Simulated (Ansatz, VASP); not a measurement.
# As in VASP and in Ansatz

```
CELL_PARAMETERS angstrom
2.72645 0.00000 0.00000
0.00000 2.72645 0.00000
0.00000 0.00000 2.72645
ATOMIC_POSITIONS crystal
As 0.00000 0.00000 0.00000
```

Alike in both runs: functional PBE; k mesh 15 × 15 × 15; occupations fermi-dirac, width 0.05 eV; no spin polarisation.

Ansatz relaxed the structure, and its values are those at the end. VASP's run is a single point on that final structure, the one shown.

```csv
,VASP,Ansatz
version,VASP 6.6.1,Ansatz 0.2.0
potentials or method,"VASP PAW PBE potentials, release 64 (As), cutoff 520 eV","all-electron LAPW, non-relativistic"
```

|  | VASP | Ansatz | Ansatz less VASP |
| --- | --- | --- | --- |
| pressure (GPa) | 0.4 | 0.0 | -0.38 |

Ansatz ran all-electron here, and VASP with PAW potentials.
